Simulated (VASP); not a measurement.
# Cu2Ge (P6/mmm) in VASP: notebook, part 2 of 2

VASP 6.6.1. Earlier steps stand in the parts before.

## 4. Relaxation of cell and atoms, PBE

The input, INCAR:

```
ALGO     = Normal         # electronic algorithm
EDIFF    = 1E-7           # SCF threshold, eV
EDIFFG   = -0.04          # ionic threshold
ENCUT    = 600            # plane-wave cutoff, eV
GGA      = PE             # functional
IBRION   = 2              # ionic algorithm
ISIF     = 3              # what is computed and relaxed
ISMEAR   = 0              # smearing method
LASPH    = T              # aspherical terms in the spheres
LCHARG   = F              # write CHGCAR
LREAL    = F              # projectors in reciprocal space
LWAVE    = F              # write WAVECAR
NELM     = 60             # most SCF steps
NSW      = 90             # ionic steps
PREC     = Accurate       # precision mode
SIGMA    = 0.1            # smearing width, eV
```

The input, KPOINTS:

```
k-points
0
Gamma
  6 6 2
```

The input, POSCAR:

```
Cu2Ge
1.0
    3.9927154700      0.0000000000      0.0000000000
   -1.9963577300      3.4577930200      0.0000000000
    0.0000000000      0.0000000000      7.4838456200
Cu Ge
4 2
Direct
    0.0000000000      0.0000000000      0.6159096000
    0.0000000000      0.0000000000      0.3840904000
    0.0000000000      0.0000000000      0.1364932300
    0.0000000000      0.0000000000      0.8635067700
    0.3333333300      0.6666666700      0.5000000000
    0.6666666700      0.3333333300      0.5000000000
```

Command:

```bash
$ cat potpaw_PBE.64/Cu/POTCAR potpaw_PBE.64/Ge_d/POTCAR > POTCAR
$ mpirun -np 1 vasp_std > vasp.out
```

Run time: 36 min. Hardware: 1 thread of AMD EPYC 7R13, shared host; peak memory 0.25 GiB.

Results (log left out):

| Quantity | Value |
| --- | --- |
| Free energy | -17.8001 eV |
| Relaxed volume | 25.46 Å³/atom |
| Relaxed cell | a = 4.325 Å, b = 4.325 Å, c = 9.431 Å, α = 90.00°, β = 90.00°, γ = 120.00° |
| Space group after relaxing (to 0.05 Å) | P6/mmm (No. 191) |
| Energy gained by relaxing | 1410.3 meV/atom |
| Ionic steps | 14 |
| Pressure after relaxing | -0.1 GPa |
| Largest force after relaxing | 0.023 eV/Å |
| Band gap on the k mesh | zero (band 36 reaches 2.33 eV, above the bottom of band 37 at 1.17 eV) |

Forces on the atoms (eV/Å):
```
Cu   0.000  0.000 -0.001
Cu   0.000  0.000  0.001
Cu   0.000  0.000 -0.023
Cu   0.000  0.000  0.023
Ge   0.000  0.000  0.000
Ge   0.000  0.000  0.000
```

Stress tensor (GPa, compression positive):
```
-0.02  0.00  0.00
 0.00 -0.02  0.00
 0.00  0.00 -0.12
```

Step by step:
```csv
step,energy change (eV),largest force (eV/Å),pressure (GPa),volume (Å³)
1,0.0000,9.1866,55.47,103.32
2,-5.8950,0.6952,-6.29,212.83
3,-7.9526,1.5786,2.02,148.28
4,-7.9407,1.3612,0.65,152.99
5,-7.9494,1.4314,1.07,151.42
6,-8.1605,0.9247,-0.75,155.61
7,-8.1767,0.7642,-1.24,157.22
8,-8.3054,0.6446,-0.66,154.18
9,-8.4323,0.1593,1.42,147.30
10,-8.4351,0.1023,0.88,148.67
11,-8.4364,0.0565,1.06,148.20
12,-8.4608,0.0893,0.24,151.90
13,-8.4608,0.0914,0.21,151.96
14,-8.4618,0.0234,-0.05,152.76
```

Final structure:
```cif
data_structure
_symmetry_space_group_name_H-M 'P 1'
_symmetry_Int_Tables_number 1
_cell_length_a 4.3249
_cell_length_b 4.3249
_cell_length_c 9.4305
_cell_angle_alpha 90.000
_cell_angle_beta 90.000
_cell_angle_gamma 120.000
_cell_volume 152.76
loop_
_atom_site_label
_atom_site_type_symbol
_atom_site_fract_x
_atom_site_fract_y
_atom_site_fract_z
_atom_site_occupancy
Cu1 Cu 0.00000 0.00000 0.62969 1
Cu2 Cu 0.00000 0.00000 0.37031 1
Cu3 Cu 0.00000 0.00000 0.12343 1
Cu4 Cu 0.00000 0.00000 0.87657 1
Ge1 Ge 0.33333 0.66667 0.50000 1
Ge2 Ge 0.66667 0.33333 0.50000 1
```

Levels at points of the mesh, in eV from the Fermi level:
```tsv
k point	band 33	band 34	band 35	band 36	band 37	band 38	band 39	band 40
(0.00, 0.00, 0.00)	-0.65	-0.65	-0.59	-0.59	0.87	1.17	1.17	1.29
(0.50, 0.00, 0.00)	-0.66	-0.61	-0.49	-0.37	-0.36	1.91	2.38	2.71
(0.00, 0.00, 0.50)	-0.73	-0.72	-0.72	-0.64	-0.64	1.24	1.24	2.57
(0.50, 0.00, 0.50)	-0.67	-0.66	-0.64	-0.55	0.46	0.57	2.47	3.18
```

Caveat: the k points lie up to 0.33 Å⁻¹ apart in the final cell; the volume moved by over 15 % at a fixed basis, so the end points are rough.

## 5. Single point, PBE

This run uses another cell than the first one, of 26.10 Å³/atom, 1.516 times its volume.

The input, INCAR:

```
PREC = Accurate ; ENCUT = 520
EDIFF = 1E-6 ; ISMEAR = 0
SIGMA = 0.1 ; LREAL = F
LASPH = T ; NELM = 100
ALGO = Fast ; ISIF = 2
LWAVE = F ; LCHARG = F
GGA = PE ; NBANDS = 45
```

The input, KPOINTS:

```
Automatic mesh
0
Gamma
  12 12 4
```

The input, POSCAR:

```
Cu2Ge
1.0
    4.3951545491      0.0000000000      0.0000000000
   -2.1975772746      3.8063154931      0.0000000000
    0.0000000000      0.0000000000      9.3606197754
Cu Ge
4 2
Direct
    0.0000000000      0.0000000000      0.6273992779
    0.0000000000      0.0000000000      0.3726007221
    0.0000000000      0.0000000000      0.1235756393
    0.0000000000      0.0000000000      0.8764243607
    0.3333333333      0.6666666667      0.5000000000
    0.6666666667      0.3333333333      0.5000000000
```

Command:

```bash
$ cat potpaw_PBE.64/Cu/POTCAR potpaw_PBE.64/Ge_d/POTCAR > POTCAR
$ mpirun -np 1 vasp_std > vasp.out
```

Run time: 17 min. Hardware: 1 thread of AMD EPYC 7R13, shared host; peak memory 0.46 GiB.

The run converged. Its results:

```yaml
Free_energy: -17.8003 eV
Pressure: 0.1 GPa
Largest_force: 0.005 eV/Å
Band_gap_on_the_k_mesh: zero (band 36 reaches 2.09 eV, above the bottom of band 37 at 1.14 eV)
```

Forces on the atoms (eV/Å):
```
Cu   0.000  0.000  0.005
Cu   0.000  0.000 -0.005
Cu   0.000  0.000 -0.004
Cu   0.000  0.000  0.004
Ge   0.000  0.000  0.000
Ge   0.000  0.000  0.000
```

Stress tensor (GPa, compression positive):
```
0.07 0.00 0.00
0.00 0.07 0.00
0.00 0.00 0.23
```

Levels at points of the mesh, in eV from the Fermi level:
| k point | band 32 | band 33 | band 34 | band 35 | band 36 | band 37 | band 38 | band 39 | band 40 | band 41 |
| --- | --- | --- | --- | --- | --- | --- | --- | --- | --- | --- |
| (0.00, 0.00, 0.00) | -0.70 | -0.56 | -0.56 | -0.46 | -0.46 | 0.99 | 1.21 | 1.21 | 1.49 | 2.99 |
| (0.50, 0.00, 0.00) | -0.74 | -0.65 | -0.57 | -0.45 | -0.39 | -0.34 | 1.99 | 2.43 | 2.81 | 4.61 |
| (0.00, 0.00, 0.50) | -0.71 | -0.71 | -0.70 | -0.70 | -0.46 | -0.46 | 1.28 | 1.28 | 2.49 | 3.58 |
| (0.50, 0.00, 0.50) | -0.69 | -0.65 | -0.64 | -0.61 | -0.52 | 0.55 | 0.63 | 2.57 | 3.17 | 3.68 |

## 6. The runs side by side

| task | cell | k mesh | cutoff (eV) | gap on the mesh (eV) | pressure (GPa) | largest force (eV/Å) |
| --- | --- | --- | --- | --- | --- | --- |
| single point | a = 3.993, b = 3.993, c = 7.484 Å, angles 90.0, 90.0, 120.0°, 6 atoms | 6 × 6 × 2 | 520 | none | 55.6 | 9.19 |
| single point | a = 4.331, b = 4.331, c = 9.421 Å, angles 90.0, 90.0, 120.0°, 6 atoms | 6 × 6 × 2 | 520 | none | 0.2 | 0.02 |
| relaxation of cell and atoms | relaxed from a = 3.993, b = 3.993, c = 7.484 Å, angles 90.0, 90.0, 120.0°, 6 atoms | 6 × 6 × 2 | 600 | none | -0.1 | 0.02 |
| single point | a = 4.395, b = 4.395, c = 9.361 Å, angles 90.0, 90.0, 120.0°, 6 atoms | 12 × 12 × 4 | 520 | none | 0.1 | 0.01 |

Alike in all rows: level PBE; potentials or basis VASP PAW PBE potentials, release 64 (Cu, Ge_d); no spin polarisation; smearing gaussian 0.1 eV.

Caveats: some runs use coarse meshes; forces of over 1 eV/Å act on the atoms, so gaps and moduli don't describe the material at rest (some runs); the volume moved by over 15 % at a fixed basis, so the end points are rough (some runs).

Absolute energies hang on the potentials; compare differences alone.
